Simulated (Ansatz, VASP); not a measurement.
**Bi2Te3 in VASP and in Ansatz**

Contents of INCAR:

```
SYSTEM = Bi2Te3
ALGO = Normal
EDIFF = 1E-6
ENCUT = 520
GGA = PE
ISIF = 2
ISMEAR = -1
LASPH = .True.
LCHARG = .False.
LREAL = .False.
LWAVE = .False.
NBANDS = 32
NELM = 60
PREC = Accurate
SIGMA = 0.08
```

The input KPOINTS:

```
k-points
0
Gamma
  7 7 7
  0 0 0
```

POSCAR

```
Bi2Te3
1.0
    2.2149305640      1.2787907573     10.1656700000
   -2.2149305640      1.2787907573     10.1656700000
    0.0000000000     -2.5575815146     10.1656700000
Bi Te
2 3
Direct
    0.4000000000      0.4000000000      0.4000000000
    0.6000000000      0.6000000000      0.6000000000
    0.0000000000      0.0000000000      0.0000000000
    0.2095000000      0.2095000000      0.2095000000
    0.7905000000      0.7905000000      0.7905000000
```

Input for Ansatz:

```yaml
crystal:
  lattice:
    - [2.214930564, 1.2787907573, 10.16567]
    - [-2.214930564, 1.2787907573, 10.16567]
    - [0.0, -2.5575815146, 10.16567]
  atoms:
    - { symbol: Bi, position: [0.4, 0.4, 0.4] }
    - { symbol: Bi, position: [0.6, 0.6, 0.6] }
    - { symbol: Te, position: [0.0, 0.0, 0.0] }
    - { symbol: Te, position: [0.2095, 0.2095, 0.2095] }
    - { symbol: Te, position: [0.7905, 0.7905, 0.7905] }
kpoints:
  mp_grid: { grid: [7, 7, 7] }
  band_path:
    path:
      - [0.0, 0.0, 0.0]
      - [0.5, 0.5, 0.5]
      - [0.8227837404, 0.1772162596, 0.5]
      - [0.5, -0.1772162596, 0.1772162596]
      - [0.5, 0.0, 0.0]
      - [0.0, 0.0, 0.0]
      - [0.3386081298, -0.3386081298, 0.0]
      - [0.6613918702, 0.0, 0.3386081298]
      - [0.5, 0.0, 0.5]
    npoints: 5
scf:
  occupations: { method: fermi_dirac, width: 0.08 }
hamiltonian:
  xc: pbe
  pseudopotentials: { kind: all_electron, lapw: { basis_error: 0.001 } }
output:
  forces: true
  stress: true
  eigenvalues: true
```

Change from the starting cell: equal xx and yy strain of +1 %.

Alike in both runs: task single point; functional PBE; k mesh 7 × 7 × 7; occupations fermi-dirac, width 0.08 eV; no spin polarisation.

|  | VASP | Ansatz |
| --- | --- | --- |
| version | VASP 6.6.1 | Ansatz 0.2.0 |
| potentials or method | VASP PAW PBE potentials, release 64 (Bi_d, Te), cutoff 520 eV | all-electron LAPW, scalar-relativistic |

|  | VASP | Ansatz | Ansatz less VASP |
| --- | --- | --- | --- |
| pressure (GPa) | 0.9 | 0.9 | +0.03 |
| rms of the force components (eV/Å) | 0.054 | 0.059 | +0.0047 |

Atom by atom the forces differ by 0.005 eV/Å (rms over components). Ansatz ran all-electron here, and VASP with PAW potentials.

Neither program's run includes spin-orbit coupling.
